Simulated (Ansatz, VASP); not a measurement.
**SrO in VASP and in Ansatz**

```
Sr O
1.0
     4.27547    0.00000    0.00000
    -2.13773    3.70266    0.00000
     0.00000    0.00000    4.74315
Sr O
2 2
Direct
  0.33333 0.66667 0.93813
  0.66667 0.33333 0.43813
  0.33333 0.66667 0.43687
  0.66667 0.33333 0.93687
```

Change from the starting cell: strain +0.000 along x and y, -0.080 along z, atoms carried along.

Alike in both runs: task single point; functional LDA; k mesh 9 × 9 × 6; occupations gaussian, width 0.05 eV; no spin polarisation.

|  | VASP | Ansatz |
| --- | --- | --- |
| version | VASP 6.6.1 | Ansatz 0.2.0 |
| potentials or method | VASP PAW LDA potentials, release 64 (Sr_sv, O), cutoff 520 eV | scalar-relativistic, plane waves, PAW |
| valence electrons in the cell | 32 | 32 |

|  | VASP | Ansatz | Ansatz less VASP |
| --- | --- | --- | --- |
| gap on the k mesh at the Fermi level (eV) | 2.20 | 2.23 | +0.029 |
| least direct gap on the mesh (eV) | 2.20 | 2.23 | +0.029 |
| pressure (GPa) | 4.9 | 4.1 | -0.86 |
| traceless stress, the component that is largest in VASP (GPa) | 10.50 | 9.85 | -0.648 |
| rms of the force components (eV/Å) | 0.027 | 0.025 | -0.0017 |

LDA's correlation is that of Perdew and Zunger in VASP and of Perdew and Wang (1992) in Ansatz. Atom by atom the forces differ by 0.002 eV/Å (rms over components).
